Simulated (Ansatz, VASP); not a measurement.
SiO2: VASP beside Ansatz

```
Si O
1.0
     7.05029    0.00000    0.00000
     0.00000    7.05029    0.00000
     0.00000    0.00000    7.05029
Si O
8 16
Direct
  0.28376 0.28376 0.28376
  0.21624 0.71624 0.78376
  0.78376 0.21624 0.71624
  0.71624 0.78376 0.21624
  0.02207 0.02207 0.02207
  0.47793 0.97793 0.52207
  0.52207 0.47793 0.97793
  0.97793 0.52207 0.47793
  0.15276 0.15276 0.15276
  0.34724 0.84724 0.65276
  0.65276 0.34724 0.84724
  0.84724 0.65276 0.34724
  0.63912 0.66442 0.03791
  0.86088 0.33558 0.53791
  0.13912 0.83558 0.96209
  0.36088 0.16442 0.46209
  0.03791 0.63912 0.66442
  0.53791 0.86088 0.33558
  0.96209 0.13912 0.83558
  0.46209 0.36088 0.16442
  0.66442 0.03791 0.63912
  0.33558 0.53791 0.86088
  0.83558 0.96209 0.13912
  0.16442 0.46209 0.36088
```

Alike in both runs: task single point; functional LDA; k mesh 4 × 4 × 4; occupations gaussian, width 0.02 eV; no spin polarisation.

|  | VASP | Ansatz |
| --- | --- | --- |
| version | VASP 6.6.1 | Ansatz 0.2.0 |
| potentials or method | VASP PAW LDA potentials, release 64 (Si, O), cutoff 520 eV | scalar-relativistic, plane waves, PAW |
| valence electrons in the cell | 128 | 128 |

```tsv
	VASP	Ansatz	Ansatz less VASP
gap on the k mesh at the Fermi level (eV)	5.64	5.64	+0.003
least direct gap on the mesh (eV)	5.64	5.65	+0.003
pressure (GPa)	0.5	0.0	-0.54
rms of the force components (eV/Å)	0.015	0.002	-0.0134
```

LDA's correlation is that of Perdew and Zunger in VASP and of Perdew and Wang (1992) in Ansatz. Atom by atom the forces differ by 0.015 eV/Å (rms over components).
